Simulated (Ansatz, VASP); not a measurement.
## Si in VASP and in Ansatz

```xyz
2
Lattice="-2.4003 2.4003 1.3228 2.4003 -2.4003 1.3228 2.4003 2.4003 -1.3228" Properties=species:S:1:pos:R:3 pbc="T T T"
Si    0.0000    0.0000    0.0000
Si    0.0000    2.4003    0.6614
```

Alike in both runs: functional r2SCAN; k mesh 24 × 24 × 24; occupations gaussian, width 0.1 eV; no spin polarisation.

Ansatz relaxed the structure, and its values are those at the end. VASP's run is a single point on that final structure, the one shown.

```csv
,VASP,Ansatz
version,VASP 6.6.1,Ansatz 0.2.0
potentials or method,"VASP PAW PBE potentials, release 64 (Si), cutoff 520 eV","scalar-relativistic, plane waves, PAW"
valence electrons in the cell,8,8
```

|  | VASP | Ansatz | Ansatz less VASP |
| --- | --- | --- | --- |
| gap on the k mesh at the Fermi level (eV) | none | none | - |
| pressure (GPa) | -0.1 | 0.0 | +0.11 |

VASP's potentials were made for PBE, not for r2SCAN. A gap of «none» marks a metal or a gap that the smearing closes. The functional is the same, so the differences come from potentials, cutoffs and numerics.
